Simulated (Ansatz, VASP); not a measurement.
# One calculation of InP, two programs

```
CELL_PARAMETERS angstrom
0.00000 2.93050 2.93050
2.93050 0.00000 2.93050
2.93050 2.93050 0.00000
ATOMIC_POSITIONS crystal
In 0.00000 0.00000 0.00000
P 0.75000 0.75000 0.75000
```

Alike in both runs: functional revPBE; k mesh 8 × 8 × 8; occupations fermi-dirac, width 0.05 eV; no spin polarisation.

```csv
,VASP,Ansatz
version,VASP 6.6.1,Ansatz 0.2.0
potentials or method,"VASP PAW PBE potentials, release 64 (In_d, P), cutoff 520 eV","all-electron LAPW, scalar-relativistic"
task,single point,band structure
```

Ansatz gave:

- gap on the k mesh at the Fermi level (eV): 0.81
- least direct gap on the mesh (eV): 0.81
- pressure (GPa): 4.7

Problem. What did VASP give for the same quantities?

Solution. gap on the k mesh at the Fermi level (eV): 0.81; least direct gap on the mesh (eV): 0.81; pressure (GPa): 4.6.

VASP's potentials were made for PBE, not for revPBE. Ansatz ran all-electron here, and VASP with PAW potentials.
